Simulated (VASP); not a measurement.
Input of a VASP 6.6.1 run:

The input POSCAR:

```
CdS
1.0
    4.1605990978      0.0000000000      0.0000000000
   -2.0802995489      3.6031845137      0.0000000000
    0.0000000000      0.0000000000     13.5541938558
Cd S
4 4
Direct
    0.0000000000      0.0000000000     -0.0003495461
    0.3333333333      0.6666666667      0.2498897446
    0.0000000000      0.0000000000      0.4996504539
    0.6666666667      0.3333333333      0.7498897446
    0.0000000000      0.0000000000      0.1876440828
    0.3333333333      0.6666666667      0.4378157188
    0.0000000000      0.0000000000      0.6876440828
    0.6666666667      0.3333333333      0.9378157188
```

File INCAR.step1:

```
ALGO = Normal ; EDIFF = 1E-4
ENCUT = 520 ; GGA = PE
ISMEAR = -1 ; LASPH = True
LCHARG = False ; LREAL = False
LWAVE = True ; NBANDS = 46
NELM = 80 ; PREC = Accurate
SIGMA = 0.02
```

The input INCAR.step2:

```
ALGO = Normal ; EDIFF = 1E-6
ENCUT = 520 ; ISIF = 2
ISMEAR = -1 ; ISTART = 1
LASPH = True ; LCHARG = True
LELF = True ; LMIXTAU = True
LREAL = False ; LVHAR = True
LWAVE = False ; METAGGA = R2SCAN
NBANDS = 46 ; NELM = 80
PREC = Accurate ; SIGMA = 0.02
```

Contents of KPOINTS:

```
k-points
0
Gamma
  6 6 2
```

Potentials or basis: VASP PAW PBE potentials, release 64 (Cd, S).

Run with:

```console
$ cat potpaw_PBE.64/Cd/POTCAR potpaw_PBE.64/S/POTCAR > POTCAR
$ cp INCAR.step1 INCAR
$ mpirun -np 1 vasp_std > vasp.out
$ cp INCAR.step2 INCAR
$ mpirun -np 1 vasp_std > vasp.out
```

Q: Predict the band gap on the k mesh.

A: 1.58 eV, direct.

Q: What does it give for the pressure?

A: 0.3 GPa.

Caveat: the PAW data sets were made with another functional, which shifts forces and pressure a little. r2SCAN opens gaps a little over a GGA but as a rule still falls short of measured ones.
